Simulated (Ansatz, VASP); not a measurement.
# Be: VASP beside Ansatz

INCAR

```
SYSTEM = Be
PREC = Accurate
ENCUT = 600
EDIFF = 1E-6
ISMEAR = 0
SIGMA = 0.1
LREAL = .FALSE.
LASPH = .TRUE.
NELM = 80
ALGO = Normal
ISIF = 3
LWAVE = .FALSE.
LCHARG = .FALSE.
GGA = PE
IBRION = 2
NSW = 90
EDIFFG = -0.04
```

The input KPOINTS:

```
regular mesh
0
G
  9 9 2
  0 0 0
```

File POSCAR:

```
Be
1.0
    2.7181344566      0.0000000000      0.0000000000
   -1.3590672282      2.3539734903      0.0000000000
    0.0000000000      0.0000000000      8.8773464966
Be
8
Direct
    0.0000000000      0.0000000000      0.0937500000
    0.0000000000      0.0000000000      0.5937500000
    0.0000000000      0.0000000000      0.4062500000
    0.0000000000      0.0000000000      0.9062500000
    0.3333333333      0.6666666667      0.1562500000
    0.6666666667      0.3333333333      0.6562500000
    0.3333333333      0.6666666667      0.3437500000
    0.6666666667      0.3333333333      0.8437500000
```

Input for Ansatz:

```yaml
crystal:
  lattice:
    - [2.7181344566, 0.0, 0.0]
    - [-1.3590672282, 2.3539734903, 0.0]
    - [0.0, 0.0, 8.8773464966]
  atoms:
    - { symbol: Be, position: [0.0, 0.0, 0.09375] }
    - { symbol: Be, position: [0.0, 0.0, 0.59375] }
    - { symbol: Be, position: [0.0, 0.0, 0.40625] }
    - { symbol: Be, position: [0.0, 0.0, 0.90625] }
    - { symbol: Be, position: [0.3333333333, 0.6666666667, 0.15625] }
    - { symbol: Be, position: [0.6666666667, 0.3333333333, 0.65625] }
    - { symbol: Be, position: [0.3333333333, 0.6666666667, 0.34375] }
    - { symbol: Be, position: [0.6666666667, 0.3333333333, 0.84375] }
basis:
  ecutwfc: 420
kpoints:
  mp_grid: { grid: [9, 9, 2] }
hamiltonian:
  xc: pbe
scf:
  occupations: { method: gaussian, width: 0.1 }
  lower_state_search: "off"
output:
  forces: true
  stress: true
  eigenvalues: true
relax:
  adjacent_minimum: "off"
  f_tol: 0.04
  max_steps: 70
  cell: { stress_tol: 0.4 }
```

Alike in both runs: task relaxation of cell and atoms; functional PBE; k mesh 9 × 9 × 2; occupations gaussian, width 0.1 eV; no spin polarisation.

```csv
,VASP,Ansatz
version,VASP 6.6.1,Ansatz 0.2.0
potentials or method,"VASP PAW PBE potentials, release 64 (Be), cutoff 600 eV","scalar-relativistic, plane waves, PAW"
valence electrons in the cell,16,16
```

Ansatz gave:

```
gap on the k mesh at the Fermi level, each at its own relaxed structure (eV) : none
relaxed volume (Å³/atom)                                                     : 11.12
relaxed cell length with the largest relative difference (Å)                 : 3.545
```

Task: Which values does VASP return?

Result: gap on the k mesh at the Fermi level, each at its own relaxed structure (eV): none; relaxed volume (Å³/atom): 11.10; relaxed cell length with the largest relative difference (Å): 3.540.

A gap of «none» marks a metal or a gap that the smearing closes.

Noted on VASP's run: the volume moved by over 15 % at a fixed basis, so the end points are rough.
